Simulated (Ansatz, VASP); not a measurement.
PbSe: VASP beside Ansatz

The input POSCAR:

```
PbSe
1.0
    0.0000000000      3.4232041310      3.4232041310
    3.4232041310      0.0000000000      3.4232041310
    3.4232041310      3.4232041310      0.0000000000
Pb Se
1 1
Direct
    0.0000000000      0.0000000000      0.0000000000
    0.2500000000      0.2500000000      0.2500000000
```

File INCAR.step1:

```
SYSTEM = PbSe
PREC = Accurate
ENCUT = 520
EDIFF = 1E-5
ISMEAR = 0
SIGMA = 0.01
LREAL = .False.
LASPH = .True.
NELM = 80
ALGO = Normal
ISIF = 2
LWAVE = .True.
LCHARG = .False.
GGA = PE
NBANDS = 17
```

The input INCAR.step2:

```
SYSTEM = PbSe
PREC = Accurate
ENCUT = 520
EDIFF = 1E-7
ISMEAR = 0
SIGMA = 0.01
LREAL = .False.
LASPH = .True.
NELM = 80
ALGO = Normal
ISIF = 2
LWAVE = .False.
LCHARG = .False.
GGA = PE
LHFCALC = .True.
AEXX = 0.4
PRECFOCK = Normal
ISTART = 1
NBANDS = 17
```

The input KPOINTS:

```
Automatic mesh
0
Gamma
  4 4 4
  0 0 0
```

Input for Ansatz:

```yaml
crystal:
  lattice:
    - [0.0, 3.423204131, 3.423204131]
    - [3.423204131, 0.0, 3.423204131]
    - [3.423204131, 3.423204131, 0.0]
  atoms:
    - { symbol: Pb, position: [0.0, 0.0, 0.0] }
    - { symbol: Se, position: [0.25, 0.25, 0.25] }
kpoints:
  mp_grid: { grid: [4, 4, 4] }
hamiltonian:
  xc: { exchange: pbe, correlation: pbe, exx: { coeff: 0.4 } }
scf:
  occupations: { method: fixed }
  n_extra_bands: 4
output:
  forces: true
  stress: true
  eigenvalues: true
```

Alike in both runs: task single point; functional PBE-based global hybrid with a share of 0.4 of exact exchange; k mesh 4 × 4 × 4; no spin polarisation.

```csv
,VASP,Ansatz
version,VASP 6.6.1,Ansatz 0.2.0
potentials or method,"VASP PAW PBE potentials, release 64 (Pb_d, Se)",plane waves
plane-wave cutoff (eV),520,420
occupations,"gaussian, width 0.01 eV",fixed
valence electrons in the cell,20,30
```

Ansatz gave:

| Item | Value |
| --- | --- |
| gap on the k mesh at the Fermi level (eV) | 2.37 |
| pressure (GPa) | -0.2 |

**Question.** Estimate VASP's values.

**Answer.** gap on the k mesh at the Fermi level (eV): 2.44; pressure (GPa): -0.4.

VASP's potentials were made for PBE, not for PBE-based global hybrid. VASP's potentials hold 20 valence electrons a cell and Ansatz's 30, so a difference there can come from the potentials and not from the codes. Ansatz's warnings: stress exchange threshold loose, stress scf threshold loose.

Neither program's run includes spin-orbit coupling.
